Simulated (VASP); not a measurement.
# CuO (Cc) in VASP: single point with PBE+U

Aim: the single point of CuO with PBE+U.

Everything below comes from runs of VASP 6.6.1. Logs are shortened: lines on timing, memory, paths and dates and some standing lists are left out, and cuts for length are marked.

## 1. The cell of the first run

The structure is monoclinic, space group Cc (No. 9). Conventional cell: a = 4.689 Å, b = 3.427 Å, c = 5.132 Å, α = 90.00°, β = 99.65°, γ = 90.00°. Cu (site symmetry 1) has 4 O at 1.91 to 2.02 Å within 2.5 Å. Within 2.5 Å of O (site symmetry 1) lie 4 Cu at 1.91 to 2.02 Å.

## 2. Single point, PBE+U, collinear spin, antiferromagnetic start

The input, INCAR:

```
PREC     = Accurate       # precision mode
ENCUT    = 520            # plane-wave cutoff, eV
EDIFF    = 1E-7           # SCF threshold, eV
ISMEAR   = 0              # smearing method
SIGMA    = 0.05           # smearing width, eV
LREAL    = F              # projectors in reciprocal space
LASPH    = T              # aspherical terms in the spheres
NELM     = 150            # most SCF steps
ALGO     = Normal         # electronic algorithm
ISIF     = 2              # what is computed and relaxed
LWAVE    = F              # write WAVECAR
LCHARG   = F              # write CHGCAR
ISPIN    = 2              # spin polarisation
MAGMOM   = 1 -1 0 0       # initial moments
LORBIT   = 11             # projections on sites
LMAXMIX  = 4              # l up to which the mixer works
LDAU     = T              # DFT+U
LDAUTYPE = 1            
LDAUL    = 2 -1           # shell
LDAUU    = 3 0            # U, eV
LDAUJ    = 0.5 0        
LDAUPRINT= 1            
GGA      = PE             # functional
NBANDS   = 29             # bands
```

The input, KPOINTS:

```
Automatic mesh
0
Gamma
  7 7 4
```

The input, POSCAR:

```
CuO
1.0
    2.3446497600     -1.7133998200      0.0000000000
    2.3446497600      1.7133998200      0.0000000000
   -0.8605499100      0.0000000000      5.0594394800
Cu O
2 2
Direct
    0.0032000000      0.4968000000      0.0000000000
    0.4968000000      0.0032000000      0.5000000000
    0.5714000000      0.4056000000      0.2537000000
    0.4056000000      0.5714000000      0.7537000000
```

Potentials or basis: VASP PAW PBE potentials, release 64 (Cu, O).

On the command line:

```console
> cat potpaw_PBE.64/Cu/POTCAR potpaw_PBE.64/O/POTCAR > POTCAR
> mpirun -np 1 vasp_std > vasp.out
```

OUTCAR:

```text
PREC = Accurate
   ENCUT = 520
   EDIFF = 1E-7
   ISMEAR = 0
   LREAL = F
   LASPH = T
   NELM = 150
   ISIF = 2
   ISPIN = 2
   LORBIT = 11
   GGA = PE

 ion  position               nearest neighbor table
   1  0.003  0.497  0.000-   4 1.91   3 1.93   4 1.98   3 2.02
   2  0.497  0.003  0.500-   3 1.91   4 1.93   3 1.98   4 2.02
   3  0.571  0.406  0.254-   2 1.91   1 1.93   2 1.98   1 2.02
   4  0.406  0.571  0.754-   1 1.91   2 1.93   1 1.98   2 2.02

  LATTYP: Found a base centered monoclinic cell.
 ALAT       =     4.6892995200
 B/A-ratio  =     0.7307700490
 C/A-ratio  =     1.0944283419
 COS(beta)  =    -0.1676798045

  Lattice vectors:

 A1 = (   2.3446497600,  -1.7133998200,   0.0000000000)
 A2 = (   2.3446497600,   1.7133998200,   0.0000000000)
 A3 = (  -0.8605499100,   0.0000000000,   5.0594394800)

Analysis of symmetry for initial positions (statically):
=====================================================================
 Subroutine PRICEL returns:
 Original cell was already a primitive cell.

 Routine SETGRP: Setting up the symmetry group for a
 base centered monoclinic supercell.

 Subroutine GETGRP returns: Found  2 space group operations
 (whereof  1 operations were pure point group operations)
 out of a pool of  4 trial point group operations.

The static configuration has the point symmetry C_1 .
 The point group associated with its full space group is C_1h.

Analysis of symmetry for dynamics (positions and initial velocities):
=====================================================================
 Subroutine PRICEL returns:
 Original cell was already a primitive cell.

 Routine SETGRP: Setting up the symmetry group for a
 base centered monoclinic supercell.

 Subroutine GETGRP returns: Found  2 space group operations
 (whereof  1 operations were pure point group operations)
 out of a pool of  4 trial point group operations.

The dynamic configuration has the point symmetry C_1 .
 The point group associated with its full space group is C_1h.

Analysis of structural, dynamic, and magnetic symmetry:
=====================================================================
 Subroutine PRICEL returns:
 Original cell was already a primitive cell.

 Routine SETGRP: Setting up the symmetry group for a
 base centered monoclinic supercell.

 Subroutine GETGRP returns: Found  2 space group operations
 (whereof  1 operations were pure point group operations)
 out of a pool of  4 trial point group operations.

The overall configuration has the point symmetry C_1 .
 The point group associated with its full space group is C_1h.

 Subroutine INISYM returns: Found  2 space group operations
 (whereof  1 operations are pure point group operations),
 and found     1 'primitive' translations

----------------------------------------------------------------------------------------

                                     Primitive cell

  volume of cell :      40.6508

  direct lattice vectors                    reciprocal lattice vectors
     2.344649760 -1.713399820  0.000000000     0.213251467 -0.291817470  0.036271514
     2.344649760  1.713399820  0.000000000     0.213251467  0.291817470  0.036271514
[... 141 lines left out ...]
 -0.0081 -0.0163 -0.0005  0.9900 -0.0087
  0.0028  0.0060 -0.0015 -0.0087  0.9660

spin component  2

  0.9493 -0.0305  0.0115  0.0309 -0.0101
 -0.0305  0.8039  0.0020  0.2237 -0.0714
  0.0115  0.0020  0.9693 -0.0015 -0.0012
  0.0309  0.2237 -0.0015  0.6582  0.0996
 -0.0101 -0.0714 -0.0012  0.0996  0.9359

 occupancies and eigenvectors

  o =  0.4599  v =  0.0000  0.0000  0.0000  0.0000  0.0000 -0.0899 -0.5670  0.0061  0.7796 -0.2501      0.0000  0.0000  0.0000  0.0000  0.0000  0.0000  0.0000  0.0000  0.0000  0.0000
  o =  0.9455  v =  0.0000  0.0000  0.0000  0.0000  0.0000  0.8539  0.1973 -0.4202  0.2139 -0.0979      0.0000  0.0000  0.0000  0.0000  0.0000  0.0000  0.0000  0.0000  0.0000  0.0000
  o =  0.9462  v =  0.8517  0.1941 -0.4258  0.2018 -0.1216  0.0000  0.0000  0.0000  0.0000  0.0000      0.0000  0.0000  0.0000  0.0000  0.0000  0.0000  0.0000  0.0000  0.0000  0.0000
  o =  0.9630  v = -0.1138  0.0133 -0.1112 -0.3280 -0.9311  0.0000  0.0000  0.0000  0.0000  0.0000      0.0000  0.0000  0.0000  0.0000  0.0000  0.0000  0.0000  0.0000  0.0000  0.0000
  o =  0.9644  v =  0.1262 -0.8047 -0.3617 -0.4224  0.1651  0.0000  0.0000  0.0000  0.0000  0.0000      0.0000  0.0000  0.0000  0.0000  0.0000  0.0000  0.0000  0.0000  0.0000  0.0000
  o =  0.9674  v =  0.0000  0.0000  0.0000  0.0000  0.0000 -0.0340  0.5624  0.3658  0.5585  0.4867      0.0000  0.0000  0.0000  0.0000  0.0000  0.0000  0.0000  0.0000  0.0000  0.0000
  o =  0.9677  v =  0.0000  0.0000  0.0000  0.0000  0.0000 -0.1819  0.5244  0.1166  0.0971 -0.8179      0.0000  0.0000  0.0000  0.0000  0.0000  0.0000  0.0000  0.0000  0.0000  0.0000
  o =  0.9729  v =  0.4746 -0.2778  0.8207 -0.0828 -0.1308  0.0000  0.0000  0.0000  0.0000  0.0000      0.0000  0.0000  0.0000  0.0000  0.0000  0.0000  0.0000  0.0000  0.0000  0.0000
  o =  0.9760  v =  0.0000  0.0000  0.0000  0.0000  0.0000 -0.4780  0.2196 -0.8222  0.1587  0.1487      0.0000  0.0000  0.0000  0.0000  0.0000  0.0000  0.0000  0.0000  0.0000  0.0000
  o =  1.0041  v = -0.1428 -0.4872 -0.0433  0.8163 -0.2719  0.0000  0.0000  0.0000  0.0000  0.0000      0.0000  0.0000  0.0000  0.0000  0.0000  0.0000  0.0000  0.0000  0.0000  0.0000

atom =   2  type =  1  l = 2

 onsite density matrix

spin component  1

  0.9493 -0.0305 -0.0115 -0.0309  0.0101
 -0.0305  0.8039 -0.0020 -0.2237  0.0714
 -0.0115 -0.0020  0.9693 -0.0015 -0.0012
 -0.0309 -0.2237 -0.0015  0.6582  0.0996
  0.0101  0.0714 -0.0012  0.0996  0.9359

spin component  2

  0.9539 -0.0014 -0.0101  0.0081 -0.0028
 -0.0014  0.9738 -0.0004  0.0163 -0.0060
 -0.0101 -0.0004  0.9669 -0.0005 -0.0015
  0.0081  0.0163 -0.0005  0.9900 -0.0087
 -0.0028 -0.0060 -0.0015 -0.0087  0.9660

 occupancies and eigenvectors

  o =  0.4599  v =  0.0899  0.5670  0.0061  0.7796 -0.2501  0.0000  0.0000  0.0000  0.0000  0.0000      0.0000  0.0000  0.0000  0.0000  0.0000  0.0000  0.0000  0.0000  0.0000  0.0000
  o =  0.9455  v = -0.8539 -0.1973 -0.4202  0.2139 -0.0979  0.0000  0.0000  0.0000  0.0000  0.0000      0.0000  0.0000  0.0000  0.0000  0.0000  0.0000  0.0000  0.0000  0.0000  0.0000
  o =  0.9462  v =  0.0000  0.0000  0.0000  0.0000  0.0000  0.8517  0.1941  0.4258 -0.2018  0.1216      0.0000  0.0000  0.0000  0.0000  0.0000  0.0000  0.0000  0.0000  0.0000  0.0000
  o =  0.9630  v =  0.0000  0.0000  0.0000  0.0000  0.0000  0.1138 -0.0133 -0.1112 -0.3280 -0.9311      0.0000  0.0000  0.0000  0.0000  0.0000  0.0000  0.0000  0.0000  0.0000  0.0000
  o =  0.9644  v =  0.0000  0.0000  0.0000  0.0000  0.0000  0.1262 -0.8047  0.3617  0.4224 -0.1651      0.0000  0.0000  0.0000  0.0000  0.0000  0.0000  0.0000  0.0000  0.0000  0.0000
  o =  0.9674  v =  0.0340 -0.5624  0.3658  0.5585  0.4867  0.0000  0.0000  0.0000  0.0000  0.0000      0.0000  0.0000  0.0000  0.0000  0.0000  0.0000  0.0000  0.0000  0.0000  0.0000
  o =  0.9677  v =  0.1819 -0.5244  0.1166  0.0971 -0.8179  0.0000  0.0000  0.0000  0.0000  0.0000      0.0000  0.0000  0.0000  0.0000  0.0000  0.0000  0.0000  0.0000  0.0000  0.0000
  o =  0.9729  v =  0.0000  0.0000  0.0000  0.0000  0.0000 -0.4746  0.2778  0.8207 -0.0828 -0.1308      0.0000  0.0000  0.0000  0.0000  0.0000  0.0000  0.0000  0.0000  0.0000  0.0000
  o =  0.9760  v =  0.4780 -0.2196 -0.8222  0.1587  0.1487  0.0000  0.0000  0.0000  0.0000  0.0000      0.0000  0.0000  0.0000  0.0000  0.0000  0.0000  0.0000  0.0000  0.0000  0.0000
  o =  1.0041  v =  0.0000  0.0000  0.0000  0.0000  0.0000  0.1428  0.4872 -0.0433  0.8163 -0.2719      0.0000  0.0000  0.0000  0.0000  0.0000  0.0000  0.0000  0.0000  0.0000  0.0000

 number of electron      33.9999999 magnetization       0.0000000

 Free energy of the ion-electron system (eV)
  ---------------------------------------------------
  ext. energy  EPLUGINS =         0.00000000
  ---------------------------------------------------
  free energy    TOTEN  =       -17.99424621 eV

  energy without entropy =      -17.99424620  energy(sigma->0) =      -17.99424620

 E-fermi :   5.4563     XC(G=0): -11.8648

 val. band max:        5.2934505825   @ k =   0.0000   0.0000   0.0000
 cond. band min:       5.6241090830   @ k =   0.2857   0.1429   0.5000
 fundamental gap:      0.3306585005
 Fermi energy:         5.4562726153

 spin component 1

 k-point     1 :       0.0000    0.0000    0.0000
  band No.  band energies     occupation
      1     -14.0771      1.00000
      2     -12.7300      1.00000
      3      -2.5848      1.00000
      4      -0.9699      1.00000
      5       0.4819      1.00000
      6       1.2111      1.00000
[... 1529 lines left out ...]
     28      23.8586      0.00000
     29      25.7071      0.00000

 [... further k-points ...]
[... 5 lines left out ...]
  --------------------------------------------------------------------------------------
  -------------------------------------------------------------------------------------
  Total        1.0399739      1.3109799      1.3221777      0.0000000      0.0000000     -0.2373827
  in kB       40.9886811     51.6698873     52.1112298      0.0000000      0.0000000     -9.3560080
  external PRESSURE =      48.2565994 kB  Pullay stress =       0.0000000 kB

 VOLUME and BASIS-vectors are now :
 -----------------------------------------------------------------------------
  energy-cutoff  :      520.00
  volume of cell :       40.65
      direct lattice vectors                 reciprocal lattice vectors
     2.344649760 -1.713399820  0.000000000     0.213251467 -0.291817470  0.036271514
     2.344649760  1.713399820  0.000000000     0.213251467  0.291817470  0.036271514
    -0.860549910  0.000000000  5.059439480     0.000000000  0.000000000  0.197650353

 POSITION                                       TOTAL-FORCE (eV/Angst)
 -----------------------------------------------------------------------------------
      1.17232      0.84573      0.00000        -0.651536      0.313216      0.291575
      0.74205     -0.84573      2.52972        -0.651536     -0.313216      0.291575
      2.07240     -0.28408      1.28358         0.651536      0.138023     -0.291575
      1.64213      0.28408      3.81330         0.651536     -0.138023     -0.291575
 -----------------------------------------------------------------------------------
    total drift:                               -0.000212      0.000000     -0.000484

  FREE ENERGIE OF THE ION-ELECTRON SYSTEM (eV)
  ---------------------------------------------------
  free  energy   TOTEN  =       -17.9942462055 eV

  energy  without entropy=      -17.9942461983  energy(sigma->0) =      -17.99424620

 total charge

# of ion       s       p       d       tot
------------------------------------------
    1        0.378   0.388   9.147   9.913
    2        0.378   0.388   9.147   9.913
    3        1.564   3.419   0.000   4.983
    4        1.564   3.419   0.000   4.983
--------------------------------------------------
tot          3.886   7.614  18.293  29.793

 magnetization (x)

# of ion       s       p       d       tot
------------------------------------------
    1       -0.006  -0.007   0.534   0.521
    2        0.006   0.007  -0.534  -0.521
    3       -0.000  -0.004   0.000  -0.004
    4        0.000   0.004   0.000   0.004
--------------------------------------------------
tot          0.000   0.000   0.000   0.000
```

It took 2.1 min on 1 thread of Intel Xeon 6975P-C, shared host; peak memory 0.24 GiB.

What came out:

```
Free energy                                           : -17.9942 eV
Pressure                                              : 4.8 GPa
Largest force                                         : 0.779 eV/Å
Band gap on the k mesh                                : 0.33 eV, indirect (least direct gap 0.70 eV)
Net moment                                            : 0.00 μB per cell
Site moments                                          : Cu +0.52, -0.52; O -0.00, +0.00 μB
Valence electrons inside the program's atomic spheres : Cu 9.91; O 4.98
```

Forces on the atoms (eV/Å):
```
Cu  -0.652  0.313  0.292
Cu  -0.652 -0.313  0.292
O    0.652  0.138 -0.292
O    0.652 -0.138 -0.292
```

Eigenvalues of the final occupation matrices:
```csv
site,spin,trace,eigenvalues
site 1 d,1,4.85,0.95 0.96 0.96 0.97 1.00
site 1 d,2,4.32,0.46 0.95 0.97 0.97 0.98
site 2 d,1,4.32,0.46 0.95 0.97 0.97 0.98
site 2 d,2,4.85,0.95 0.96 0.96 0.97 1.00
```

A k mesh can miss the band edges. The state reached can hang on the start; a lower one may exist.
